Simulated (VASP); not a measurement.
# Zn (P6_3/mmc) in VASP: single point with LDA

Aim: the single point of Zn with LDA.

Everything below comes from runs of VASP 6.6.1. Logs are shortened: lines on timing, memory, paths and dates and some standing lists are left out, and cuts for length are marked.

## (1) The cell of the first run

It takes space group P6_3/mmc (No. 194, hexagonal). Conventional cell: a = 2.665 Å, b = 2.665 Å, c = 4.947 Å, α = 90.00°, β = 90.00°, γ = 120.00°. Zn (site symmetry -6m2) has 12 Zn at 2.66 to 2.91 Å within 3.5 Å.

## (2) Single point, LDA

The input, INCAR:

```
PREC = Accurate
ENCUT = 520
EDIFF = 1E-6
ISMEAR = 0
SIGMA = 0.15
LREAL = False
LASPH = True
NELM = 80
ALGO = Fast
ISIF = 2
LWAVE = False
LCHARG = False
NBANDS = 19
```

The input, KPOINTS:

```
regular mesh
0
Gamma
  21 21 10
```

The input, POSCAR:

```
Zn
1.0
    2.6647980532      0.0000000000      0.0000000000
   -1.3323990266      2.3077828100      0.0000000000
    0.0000000000      0.0000000000      4.9467000000
Zn
2
Direct
    0.3333333333      0.6666666667      0.2500000000
    0.6666666667      0.3333333333      0.7500000000
```

Potentials or basis: VASP PAW LDA potentials, release 64 (Zn).

Run with:

```console
cat potpaw_LDA.64/Zn/POTCAR > POTCAR
mpirun -np 1 vasp_std > vasp.out
```

OUTCAR:

```text
PREC = Accurate
   ENCUT = 520
   EDIFF = 1E-6
   ISMEAR = 0
   LREAL = False
   LASPH = True
   NELM = 80
   ISIF = 2

 ion  position               nearest neighbor table
   1  0.333  0.667  0.250-   2 2.91   2 2.91   2 2.91   2 2.91   2 2.91   2 2.91
   2  0.667  0.333  0.750-   1 2.91   1 2.91   1 2.91   1 2.91   1 2.91   1 2.91

  LATTYP: Found a hexagonal cell.
 ALAT       =     2.6647980532
 C/A-ratio  =     1.8563132745

  Lattice vectors:

 A1 = (   2.6647980532,   0.0000000000,   0.0000000000)
 A2 = (  -1.3323990266,   2.3077828100,   0.0000000000)
 A3 = (   0.0000000000,   0.0000000000,   4.9467000000)

Analysis of symmetry for initial positions (statically):
=====================================================================
 Subroutine PRICEL returns:
 Original cell was already a primitive cell.

 Routine SETGRP: Setting up the symmetry group for a
 hexagonal supercell.

 Subroutine GETGRP returns: Found 24 space group operations
 (whereof 12 operations were pure point group operations)
 out of a pool of 24 trial point group operations.

The static configuration has the point symmetry D_3d.
 The point group associated with its full space group is D_6h.

Analysis of symmetry for dynamics (positions and initial velocities):
=====================================================================
 Subroutine PRICEL returns:
 Original cell was already a primitive cell.

 Routine SETGRP: Setting up the symmetry group for a
 hexagonal supercell.

 Subroutine GETGRP returns: Found 24 space group operations
 (whereof 12 operations were pure point group operations)
 out of a pool of 24 trial point group operations.

The dynamic configuration has the point symmetry D_3d.
 The point group associated with its full space group is D_6h.

 Subroutine INISYM returns: Found 24 space group operations
 (whereof 12 operations are pure point group operations),
 and found     1 'primitive' translations

----------------------------------------------------------------------------------------

                                     Primitive cell

  volume of cell :      30.4211

  direct lattice vectors                    reciprocal lattice vectors
     2.664798053  0.000000000  0.000000000     0.375262958  0.216658170  0.000000000
    -1.332399027  2.307782810  0.000000000     0.000000000  0.433316340  0.000000000
     0.000000000  0.000000000  4.946700000     0.000000000  0.000000000  0.202154972

  length of vectors
     2.664798053  2.664798053  4.946700000     0.433316340  0.433316340  0.202154972

  position of ions in fractional coordinates (direct lattice)
     0.333333333  0.666666667  0.250000000
     0.666666667  0.333333333  0.750000000

  ion indices of the primitive-cell ions
   primitive index   ion index
                 1           1
                 2           2

----------------------------------------------------------------------------------------

 KPOINTS: regular mesh

Automatic generation of k-mesh.
 Grid dimensions read from file:
 generate k-points for:   21   21   10

 Generating k-lattice:

  Cartesian coordinates                     Fractional coordinates (reciprocal lattice)
     0.017869665  0.010317056  0.000000000     0.047619048 -0.000000000  0.000000000
     0.000000000  0.020634111  0.000000000     0.000000000  0.047619048  0.000000000
     0.000000000  0.000000000  0.020215497     0.000000000  0.000000000  0.100000000

  Length of vectors
     0.020634111  0.020634111  0.020215497

  Shift w.r.t. Gamma in fractional coordinates (k-lattice)
     0.000000000  0.000000000  0.000000000

 Subroutine IBZKPT returns following result:
 ===========================================

 Found    288 irreducible k-points:

 Following reciprocal coordinates:
            Coordinates               Weight
  0.000000  0.000000  0.000000      1.000000
  0.047619  0.000000  0.000000      6.000000
  0.095238  0.000000  0.000000      6.000000
  0.142857 -0.000000  0.000000      6.000000
  0.190476  0.000000  0.000000      6.000000
  0.238095  0.000000  0.000000      6.000000
[... 16 lines left out ...]
  0.142857  0.095238  0.000000     12.000000
  0.190476  0.095238  0.000000     12.000000
 [... further k-points ...]
   k-points           NKPTS =    288   k-points in BZ     NKDIM =    288   number of bands    NBANDS=     19
   number of dos      NEDOS =    301   number of ions     NIONS =      2
   total plane-waves  NPLWV =  16000
   dimension x,y,z NGX =    20 NGY =   20 NGZ =   40
   dimension x,y,z NGXF=    40 NGYF=   40 NGZF=   80
   ions per type =               2
   NGX,Y,Z   is equivalent  to a cutoff of  12.48, 12.48, 13.44 a.u.
   NGXF,Y,Z  is equivalent  to a cutoff of  24.95, 24.95, 26.89 a.u.
 SYSTEM =  unknown system
   PREC   = accura    normal or accurate (medium, high low for compatibility)
   ISTART =      0    job   : 0-new  1-cont  2-samecut
   ICHARG =      2    charge: 1-file 2-atom 10-const
   ISPIN  =      1    spin polarized calculation?
   LNONCOLLINEAR =      F non collinear calculations
   LSORBIT =      F    spin-orbit coupling
   LASPH  =      T    aspherical Exc in radial PAW
   ENCUT  =  520.0 eV  38.22 Ry    6.18 a.u.   4.95  4.95  9.20*2*pi/ulx,y,z
   NELM   =     80;   NELMIN=  2; NELMDL= -5     # of ELM steps
   EDIFF  = 0.1E-05   stopping-criterion for ELM
   LREAL  =      F    real-space projection
   EDIFFG = 0.1E-04   stopping-criterion for IOM
   NSW    =      0    number of steps for IOM
   IBRION =     -1    ionic relax: 0-MD 1-quasi-New 2-CG
   NFREE  =      0    steps in history (QN), initial steepest desc. (CG)
   ISIF   =      2    stress and relaxation
   ISYM   =      2    0-nonsym 1-usesym 2-fastsym
   POTIM  = 0.5000    time-step for ionic-motion
   TEBEG  =    0.0;   TEEND  =   0.0 temperature during run
   PSTRESS=    0.0 pullay stress
   NELECT =      24.0000    total number of electrons
   NUPDOWN=      -1.0000    fix difference up-down
   EMIN   =  10.00;   EMAX   =-10.00  energy-range for DOS
   EFERMI =   0.00;   METHOD = LEGACY
   ISMEAR =     0;   SIGMA  =   0.15  broadening in eV -4-tet -1-fermi 0-gaus
   EFERMI_NEDOS =   21; number of points for ismear=-14 and -15
   IALGO  =     68    algorithm
   IMIX   =      4    mixing-type and parameters
     AMIX     =   0.40;   BMIX     =  1.00
     AMIX_MAG =   1.60;   BMIX_MAG =  1.00
  volume/ion in A,a.u.               =      15.21       102.65
  Fermi-wavevector in a.u.,A,eV,Ry     =   1.512703  2.858594 31.133805  2.288270
  Thomas-Fermi vector in A             =   2.622592
   LORBIT       =      0    0 simple, 1 ext, 2 COOP (PROOUT), +10 PAW based schemes
   GGA     = CA    functional components
   LHFCALC =     F    Hartree Fock is set to
   AEXX    =    0.0000 exact exchange contribution
   IVDW    =     0    specifies the selected vdW correction
   LEPSILON=     F    determine dielectric tensor
   LRPA    =     F    only Hartree local field effects (RPA)
 non-spin polarized calculation
 RMM-DIIS sequential band-by-band and
 Gauss-broadening in eV      SIGMA  =   0.15
  energy-cutoff  :      520.00
  volume of cell :       30.42
 maximum number of plane-waves:       855
 NGX is ok and might be reduce to    20
   NGX =  9   NGY =  9   NGZ = 19

 number of electron      24.0000012 magnetization

 Free energy of the ion-electron system (eV)
  ---------------------------------------------------
  ext. energy  EPLUGINS =         0.00000000
  ---------------------------------------------------
  free energy    TOTEN  =        -3.66431238 eV

  energy without entropy =       -3.65825750  energy(sigma->0) =       -3.66128494

 E-fermi :   2.9398     XC(G=0): -11.8857

 val. band max:        2.9198114249   @ k =   0.3333   0.1905   0.2000
 cond. band min:       2.9412254520   @ k =   0.1429  -0.0000   0.2000
 fundamental gap:      0.0214140271
 Fermi energy:         2.9398095236

 k-point     1 :       0.0000    0.0000    0.0000
  band No.  band energies     occupation
      1      -7.5264      2.00000
      2      -5.7966      2.00000
      3      -5.1113      2.00000
      4      -4.8837      2.00000
      5      -4.8837      2.00000
      6      -4.8341      2.00000
[... 11 lines left out ...]
     18      21.8662      0.00000
     19      21.9229      0.00000

 k-point     2 :       0.0476    0.0000    0.0000
  band No.  band energies     occupation
      1      -7.4590      2.00000
      2      -5.7671      2.00000
      3      -5.1042      2.00000
      4      -4.8904      2.00000
      5      -4.8678      2.00000
      6      -4.8415      2.00000
[... 11 lines left out ...]
     18      21.2619      0.00000
     19      22.5006      0.00000

 k-point     3 :       0.0952    0.0000    0.0000
  band No.  band energies     occupation
      1      -7.2587      2.00000
      2      -5.6846      2.00000
      3      -5.0868      2.00000
      4      -4.9065      2.00000
      5      -4.8590      2.00000
      6      -4.8211      2.00000
[... 11 lines left out ...]
     18      20.7716      0.00000
     19      22.3509      0.00000

 k-point     4 :       0.1429   -0.0000    0.0000
  band No.  band energies     occupation
      1      -6.9324      2.00000
      2      -5.5681      2.00000
      3      -5.0698      2.00000
      4      -4.9266      2.00000
      5      -4.8621      2.00000
      6      -4.7470      2.00000
[... 11 lines left out ...]
     18      19.7704      0.00000
     19      21.2013      0.00000

 k-point     5 :       0.1905    0.0000    0.0000
  band No.  band energies     occupation
      1      -6.5002      2.00000
      2      -5.4571      2.00000
      3      -5.0521      2.00000
      4      -4.9483      2.00000
      5      -4.8096      2.00000
      6      -4.8068      2.00000
[... 11 lines left out ...]
     18      18.9440      0.00000
     19      19.4195      0.00000
[... 334 lines left out ...]
      2      -5.5014      2.00000
      3      -5.3587      2.00000
      4      -4.8862      2.00000
      5      -4.7435      2.00000
      6      -4.7220      2.00000
[... 11 lines left out ...]
     18      17.5166      0.00000
     19      18.0362      0.00000

 k-point    22 :       0.0952    0.0952    0.0000
  band No.  band energies     occupation
      1      -6.7405      2.00000
      2      -5.5010      2.00000
      3      -5.0727      2.00000
      4      -4.9175      2.00000
      5      -4.9107      2.00000
      6      -4.7073      2.00000
[... 11 lines left out ...]
     18      20.0705      0.00000
     19      21.1633      0.00000

 k-point    23 :       0.1429    0.0952    0.0000
  band No.  band energies     occupation
      1      -6.3166      2.00000
      2      -5.3878      2.00000
      3      -5.0838      2.00000
      4      -4.9475      2.00000
      5      -4.8739      2.00000
      6      -4.8423      2.00000
[... 11 lines left out ...]
     18      19.0098      0.00000
     19      19.5853      0.00000

 k-point    24 :       0.1905    0.0952    0.0000
  band No.  band energies     occupation
      1      -5.8519      2.00000
      2      -5.3295      2.00000
      3      -5.0534      2.00000
      4      -4.9762      2.00000
      5      -4.9597      2.00000
      6      -4.7869      2.00000
[... 11 lines left out ...]
     18      18.2644      0.00000
     19      18.8949      0.00000

 [... further k-points ...]
[... 5 lines left out ...]
  --------------------------------------------------------------------------------------
  -------------------------------------------------------------------------------------
  Total       -1.8597445     -1.8597445     -0.9776157      0.0000000     -0.0000000      0.0000000
  in kB      -97.9465312    -97.9465312    -51.4877516      0.0000000     -0.0000000      0.0000000
  external PRESSURE =     -82.4602713 kB  Pullay stress =       0.0000000 kB

 VOLUME and BASIS-vectors are now :
 -----------------------------------------------------------------------------
  energy-cutoff  :      520.00
  volume of cell :       30.42
      direct lattice vectors                 reciprocal lattice vectors
     2.664798053  0.000000000  0.000000000     0.375262958  0.216658170  0.000000000
    -1.332399027  2.307782810  0.000000000     0.000000000  0.433316340  0.000000000
     0.000000000  0.000000000  4.946700000     0.000000000  0.000000000  0.202154972

 POSITION                                       TOTAL-FORCE (eV/Angst)
 -----------------------------------------------------------------------------------
     -0.00000      1.53852      1.23667        -0.000000     -0.000000     -0.000000
      1.33240      0.76926      3.71002         0.000000      0.000000      0.000000
 -----------------------------------------------------------------------------------
    total drift:                               -0.000000      0.000000      0.000000

  FREE ENERGIE OF THE ION-ELECTRON SYSTEM (eV)
  ---------------------------------------------------
  free  energy   TOTEN  =        -3.6643123777 eV

  energy  without entropy=       -3.6582574976  energy(sigma->0) =       -3.66128494
```

It took 4.4 min on 1 thread of AMD EPYC 7R13, shared host; peak memory 0.21 GiB.

Results:

```yaml
Free_energy: -3.6643 eV
Pressure: -8.2 GPa
Band_gap_on_the_k_mesh: zero (band 12 reaches 4.36 eV, above the bottom of band 13 at -0.22 eV)
```
